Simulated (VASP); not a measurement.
Set up this calculation in VASP 6.6.1, as the native input.

| Quantity | Value |
| --- | --- |
| Task | single point |
| Functional | PBEsol |
| Potentials or basis | VASP PAW PBE potentials, release 64 (W_sv) |
| Cutoff | 520 eV |
| k mesh | 20 × 20 × 20 |
| Occupations | gaussian, width 0.15 eV |
| Spin | no spin polarisation |
| Dipole correction | no |
| Further INCAR settings | ALGO = Fast; EDIFF = 1e-06; NBANDS = 13 |

The structure of W lies in POSCAR:

```
W
1.0
   -1.5553708750      1.5973000000      1.5553708750
    1.6392291250     -1.5973000000      1.6392291250
    1.5553708750      1.5973000000     -1.5553708750
W
1
Direct
    0.0000000000      0.0000000000      0.0000000000
```

This cell differs from its parent crystal: strain +0.0525 x Voigt [0, 0, 0, 0, 1, 0].

One way to write it, as run:

INCAR

```
SYSTEM = W
ALGO = Fast
EDIFF = 1E-6
ENCUT = 520
GGA = PS
ISIF = 2
ISMEAR = 0
LASPH = .True.
LCHARG = .False.
LREAL = .False.
LWAVE = .False.
NBANDS = 13
NELM = 60
PREC = Accurate
SIGMA = 0.15
```

KPOINTS

```
k-points
0
Gamma
  20 20 20
  0 0 0
```

Potentials or basis: VASP PAW PBE potentials, release 64 (W_sv).

Run with:

```console
$ cat potpaw_PBE.64/W_sv/POTCAR > POTCAR
$ mpirun -np 1 vasp_std > vasp.out
```

It gave:

```
Pressure               : -10.3 GPa
Band gap on the k mesh : zero (band 7 reaches 15.32 eV, above the bottom of band 8 at 9.82 eV)
```

Caveat: the cell differs from its parent crystal (strain +0.0525 x Voigt [0, 0, 0, 0, 1, 0]); the PAW data sets were made with another functional, which shifts forces and pressure a little; spin-orbit coupling is left out, which moves the levels of the heavy elements.

It took 78 s on 1 thread of Intel(R) Xeon(R) 6975P-C (Granite Rapids), with other jobs on the host, peak memory 0.32 GiB.
